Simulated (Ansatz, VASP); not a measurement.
**SiTe: VASP beside Ansatz**

```
CELL_PARAMETERS angstrom
3.74266 0.00000 0.00000
0.00000 3.74266 0.00000
0.00000 0.00000 3.74266
ATOMIC_POSITIONS crystal
Si 0.00000 0.00000 0.00000
Te 0.50000 0.50000 0.50000
```

Change from the starting cell: volume scaled by 0.98.

Alike in both runs: task single point; functional PBE; k mesh 7 × 7 × 7; occupations fermi-dirac, width 0.05 eV; no spin polarisation.

|  | VASP | Ansatz |
| --- | --- | --- |
| version | VASP 6.6.1 | Ansatz 0.2.0 |
| potentials or method | VASP PAW PBE potentials, release 64 (Si, Te), cutoff 520 eV | all-electron LAPW, scalar-relativistic |

|  | VASP | Ansatz | Ansatz less VASP |
| --- | --- | --- | --- |
| gap on the k mesh at the Fermi level (eV) | none | none | - |
| pressure (GPa) | -6.6 | -6.6 | +0.04 |

A gap of «none» marks a metal or a gap that the smearing closes. Ansatz ran all-electron here, and VASP with PAW potentials.

Neither program's run includes spin-orbit coupling.
